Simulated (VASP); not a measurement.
# Ni (Im-3m) in VASP: notebook, part 2 of 2

VASP 6.6.1. The steps go on from the part before.

### Step 4. Relaxation of cell and atoms, SCAN, collinear spin, ferromagnetic start

This run uses another cell than the first one, of 10.60 Å³/atom.

POSCAR reads:

```
Ni
1.0
   -1.3837154700      1.3837154700      1.3837154700
    1.3837154700     -1.3837154700      1.3837154700
    1.3837154700      1.3837154700     -1.3837154700
Ni
1
Direct
    0.0000000000      0.0000000000      0.0000000000
```

INCAR.step1 reads:

```
  METAGGA = SCAN
  ISPIN = 2
  MAGMOM = 1
  LORBIT = 11
  ISMEAR = 1
  SIGMA = 0.1
  LWAVE = False
  LCHARG = False
  NSW = 60
  PREC = Accurate
  LASPH = True
  LREAL = False
  ALGO = Normal
  EDIFF = 1E-7
  NELM = 200
  GGA_COMPAT = False
  IBRION = 2
  ISIF = 3
  EDIFFG = -0.005
  NELMIN = 4
  ENCUT = 650
  LMAXMIX = 4
  LMIXTAU = True
  KPAR = 8
```

INCAR.step3 reads:

```
  METAGGA = SCAN
  ISPIN = 2
  MAGMOM = 1
  LORBIT = 11
  ISMEAR = 1
  SIGMA = 0.1
  LWAVE = False
  LCHARG = False
  PREC = Accurate
  LASPH = True
  LREAL = False
  ALGO = Normal
  EDIFF = 1E-7
  NELM = 200
  GGA_COMPAT = False
  ISIF = 2
  ENCUT = 650
  LMAXMIX = 4
  LMIXTAU = True
  KPAR = 8
```

KPOINTS reads:

```
k-points
0
Gamma
  17 17 17
```

Potentials or basis: VASP PAW PBE potentials, release 64 (Ni_sv_GW).

On the command line:

```console
$ cat potpaw_PBE.64/Ni_sv_GW/POTCAR > POTCAR
$ cp INCAR.step1 INCAR
$ cp POSCAR.step1 POSCAR
$ mpirun -np 8 vasp_std > vasp.out
$ cp CONTCAR POSCAR
$ mpirun -np 8 vasp_std > vasp.out
$ cp CONTCAR POSCAR
$ cp INCAR.step3 INCAR
$ mpirun -np 8 vasp_std > vasp.out
```

Run time: 15 min. Hardware: 8 MPI ranks of Intel Xeon Platinum 8259CL at 2.50GHz (Skylake/Cascade Lake), shared host; peak memory 0.23 GiB.

The run converged. Its results:

- Free energy: -16.9728 eV
- Relaxed volume: 10.37 Å³/atom
- Relaxed cell: a = 2.379 Å, b = 2.379 Å, c = 2.379 Å, α = 109.47°, β = 109.47°, γ = 109.47°
- Space group after relaxing (to 0.1 Å): Im-3m (No. 229)
- Ionic steps: 9
- Pressure after relaxing: 0.0 GPa
- Net moment: 0.67 μB per cell
- Site moments: Ni +0.73 μB
- Valence electrons inside the program's atomic spheres: Ni 16.41

Step by step:
```
step  energy change (eV)  largest force (eV/Å)  pressure (GPa)  volume (Å³)
   1              0.0000                0.0000           -5.27        10.60
   2              0.0025                0.0000            5.57        10.07
   3             -0.0036                0.0000           -0.24        10.39
   4             -0.0036                0.0000            0.14        10.37
   5             -0.0036                0.0000            0.01        10.38
   6              0.0006                0.0000           -0.32        10.38
   7              0.0006                0.0000            0.49        10.35
   8              0.0006                0.0000           -0.10        10.37
   9              0.0006                0.0000            0.00        10.37
```

Final structure:
```yaml
crystal:
  lattice:
    - [-1.37359, 1.37359, 1.37359]
    - [1.37359, -1.37359, 1.37359]
    - [1.37359, 1.37359, -1.37359]
  atoms:
    - { symbol: Ni, position: [0.00000, 0.00000, 0.00000] }
```

Levels at points of the mesh, in eV from the Fermi level:
Spin up:
| k point | band 6 | band 7 | band 8 | band 9 | band 10 | band 11 | band 12 | band 13 |
| --- | --- | --- | --- | --- | --- | --- | --- | --- |
| (0.00, 0.00, 0.00) | -2.83 | -2.83 | -2.83 | -1.22 | -1.22 | 27.63 | 27.63 | 27.63 |
Spin down:
```
           k point  band 5  band 6  band 7  band 8  band 9  band 10  band 11  band 12  band 13  band 14
(0.00, 0.00, 0.00)  -10.08   -1.57   -1.57   -1.57   -0.51    -0.51    27.58    27.58    27.58    33.14
```

Caveat: the PAW data sets were made with another functional, which shifts forces and pressure a little.

### Step 5. Single point, r2SCAN, collinear spin, ferromagnetic start (9.75 Å³/atom)

POSCAR reads:

```
Ni
1.0
    2.6915724100      0.0000000000      0.0000000000
    0.0000000000      2.6915724100      0.0000000000
    0.0000000000      0.0000000000      2.6915724100
Ni
2
Direct
    0.0000000000      0.0000000000      0.0000000000
    0.5000000000      0.5000000000      0.5000000000
```

INCAR.step1 reads:

```
  PREC = Accurate
  ENCUT = 520
  ISMEAR = -1
  SIGMA = 0.02
  LREAL = F
  LASPH = T
  NELM = 150
  ISPIN = 2
  MAGMOM = 0.68 0.68
  LMAXMIX = 4
  NBANDS = 21
  GGA = PE
  ALGO = Normal
  EDIFF = 1E-4
  LWAVE = T
  LCHARG = F
```

INCAR.step2 reads:

```
  PREC = Accurate
  ENCUT = 520
  EDIFF = 1E-7
  ISMEAR = -1
  SIGMA = 0.02
  LREAL = F
  LASPH = T
  NELM = 150
  ALGO = Normal
  ISIF = 2
  LWAVE = F
  LCHARG = T
  ISPIN = 2
  MAGMOM = 0.68 0.68
  LORBIT = 11
  LMAXMIX = 4
  METAGGA = R2SCAN
  LMIXTAU = T
  LELF = T
  LVHAR = T
  NBANDS = 21
  ISTART = 1
```

KPOINTS reads:

```
Automatic mesh
0
Gamma
  10 10 10
```

Potentials or basis: VASP PAW PBE potentials, release 64 (Ni).

On the command line:

```console
$ cat potpaw_PBE.64/Ni/POTCAR > POTCAR
$ cp INCAR.step1 INCAR
$ mpirun -np 1 vasp_std > vasp.out
$ cp INCAR.step2 INCAR
$ mpirun -np 1 vasp_std > vasp.out
```

It took 4.1 min on 1 thread of AMD EPYC, shared host; peak memory 0.12 GiB.

Results (log left out):

- Free energy: -23.5612 eV
- Pressure: 21.8 GPa
- Net moment: 1.14 μB per cell
- Site moments: Ni +0.57 μB
- Valence electrons inside the program's atomic spheres: Ni 9.57

Levels at points of the mesh, in eV from the Fermi level:
Spin up:
```tsv
k point	band 6	band 7	band 8	band 9	band 10	band 11	band 12	band 13	band 14	band 15
(0.00, 0.00, 0.00)	-2.89	-1.13	-1.13	-0.49	-0.49	-0.49	11.00	11.00	11.00	17.16
(0.50, 0.00, 0.00)	-2.45	-2.45	-2.45	-1.71	-1.71	0.10	0.10	18.91	18.91	18.91
(0.50, 0.50, 0.00)	-1.24	-0.94	-0.94	-0.23	-0.23	0.14	0.14	7.56	7.56	20.94
(0.50, 0.50, 0.50)	-3.89	-0.90	-0.90	-0.90	-0.90	9.09	9.09	9.09	9.09	9.09
```
Spin down:
```csv
k point,band 8,band 9,band 10,band 11,band 12,band 13
"(0.00, 0.00, 0.00)",-0.61,0.74,0.74,0.74,11.01,11.01
"(0.50, 0.00, 0.00)",-1.40,-0.55,-0.55,0.53,0.53,19.14
"(0.50, 0.50, 0.00)",-0.40,-0.04,-0.04,1.02,1.02,8.06
"(0.50, 0.50, 0.50)",-0.36,-0.36,-0.36,9.41,9.41,9.41
```

Caveat: the cell stands under pressure; the PAW data sets were made with another functional, which shifts forces and pressure a little.

### Step 6. Single point, PBE, collinear spin, ferromagnetic start

This run uses another cell than the first one, of 10.60 Å³/atom.

INCAR reads:

```
ALGO = Normal ; EDIFF = 1E-7
ENCUT = 520 ; GGA = PE
ISIF = 2 ; ISMEAR = 0
ISPIN = 2 ; LASPH = T
LCHARG = F ; LMAXMIX = 4
LORBIT = 11 ; LREAL = F
LWAVE = F ; MAGMOM = 1
NBANDS = 15 ; NELM = 150
PREC = Accurate ; SIGMA = 0.027000000000000003
```

KPOINTS reads:

```
k-points
0
Gamma
  13 13 13
```

POSCAR reads:

```
Ni
1.0
   -1.3837154700      1.3837154700      1.3837154700
    1.3837154700     -1.3837154700      1.3837154700
    1.3837154700      1.3837154700     -1.3837154700
Ni
1
Direct
    0.0000000000      0.0000000000      0.0000000000
```

Potentials or basis: VASP PAW PBE potentials, release 64 (Ni).

On the command line:

```console
$ cat potpaw_PBE.64/Ni/POTCAR > POTCAR
$ mpirun -np 1 vasp_std > vasp.out
```

Run time: 34 s. Hardware: 1 thread of AMD EPYC 7R13, shared host; peak memory 0.11 GiB.

It converged, with:

```yaml
Free_energy: -5.3662 eV
Pressure: 7.6 GPa
Net_moment: 0.59 μB per cell
Site_moments: Ni +0.59 μB
Valence_electrons_inside_the_program's_atomic_spheres: Ni 9.36
```

Levels at points of the mesh, in eV from the Fermi level:
Spin up:
```
           k point  band 1  band 2  band 3  band 4  band 5  band 6  band 7  band 8  band 9  band 10
(0.00, 0.00, 0.00)   -9.06   -2.37   -2.37   -2.37   -0.90   -0.90   26.74   26.74   26.74    31.82
```
Spin down:
| k point | band 2 | band 3 | band 4 | band 5 | band 6 | band 7 | band 8 | band 9 |
| --- | --- | --- | --- | --- | --- | --- | --- | --- |
| (0.00, 0.00, 0.00) | -1.66 | -1.66 | -1.66 | -0.39 | -0.39 | 26.65 | 26.65 | 26.65 |

Caveat: the cell stands under pressure.

### Step 7. The runs side by side

| task | level | potentials or basis | cell | k mesh | cutoff (eV) | smearing | tolerance level | purpose | passes | dipole correction | grid for exact exchange (PRECFOCK) | gap on the mesh (eV) | pressure (GPa) | moment (μB) | relaxed volume (Å³/atom) |
| --- | --- | --- | --- | --- | --- | --- | --- | --- | --- | --- | --- | --- | --- | --- | --- |
| relaxation of cell and atoms | RPBE | VASP PAW PBE potentials, release 64 (Ni) | relaxed from a = 2.356 Å, angles 109.5°, 1 atom, atomic positions A | 19 × 19 × 19 | 710 | methfessel-paxton of order 2 0.05 eV | standard | cell | 3 | - | - | none | 0.0 | 0.55 | 11.31 |
| single point | PBEsol-based global hybrid with 25 % exact exchange | VASP PAW PBE potentials, release 64 (Ni) | a = 2.397 Å, angles 109.5°, 1 atom, atomic positions A | 7 × 7 × 7 | 520 | fermi-dirac 0.05 eV | - | - | - | no | Normal | none | -6.6 | 0.53 | - |
| relaxation of cell and atoms | SCAN | VASP PAW PBE potentials, release 64 (Ni_sv_GW) | relaxed from a = 2.397 Å, angles 109.5°, 1 atom, atomic positions A | 17 × 17 × 17 | 650 | methfessel-paxton 0.1 eV | screening | choice of potentials | 2 | - | - | none | 0.0 | 0.67 | 10.37 |
| single point | r2SCAN | VASP PAW PBE potentials, release 64 (Ni) | a = 2.692 Å, 2 atoms, atomic positions B | 10 × 10 × 10 | 520 | fermi-dirac 0.02 eV | - | - | - | no | - | none | 21.8 | 1.14 | - |
| single point | PBE | VASP PAW PBE potentials, release 64 (Ni) | a = 2.397 Å, angles 109.5°, 1 atom, atomic positions A | 13 × 13 × 13 | 520 | gaussian 0.027 eV | - | - | - | no | - | none | 7.6 | 0.59 | - |

Alike in all rows: spin collinear, ferromagnetic start.

Caveats: some runs use coarse meshes; the PAW data sets were made with another functional, which shifts forces and pressure a little (at least some runs); the cell stands under pressure (at least some runs).

Absolute energies hang on the potentials; compare differences alone.
